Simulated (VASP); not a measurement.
Here is a VASP 6.6.1 calculation.

Contents of INCAR:

```
PREC = Accurate
ENCUT = 600
EDIFF = 1E-6
ISMEAR = -1
SIGMA = 0.02
LREAL = False
LASPH = True
NELM = 60
ALGO = Normal
ISIF = 3
LWAVE = False
LCHARG = False
GGA = PE
IVDW = 12
IBRION = 2
NSW = 80
EDIFFG = -0.005
```

File KPOINTS:

```
Automatic mesh
0
Gamma
  12 12 2
```

Contents of POSCAR:

```
WSe2
1.0
    3.2900000000      0.0000000000      0.0000000000
   -1.6450000000      2.8492235785      0.0000000000
    0.0000000000      0.0000000000     12.9700000000
W Se
2 4
Direct
    0.3333333333      0.6666666667      0.2500000000
    0.6666666667      0.3333333333      0.7500000000
    0.3333333333      0.6666666667      0.6210000000
    0.6666666667      0.3333333333      0.1210000000
    0.3333333333      0.6666666667      0.8790000000
    0.6666666667      0.3333333333      0.3790000000
```

Potentials or basis: VASP PAW PBE potentials, release 64 (W_sv, Se).

Run with:

```bash
$ cat potpaw_PBE.64/W_sv/POTCAR potpaw_PBE.64/Se/POTCAR > POTCAR
$ mpirun -np 1 vasp_std > vasp.out
```

(1) What does it give for the space group after relaxing (to 0.1 Å)?

(2) Estimate the relaxed volume.

Answers

(1) P6_3/mmc (No. 194).

(2) 19.88 Å³/atom.
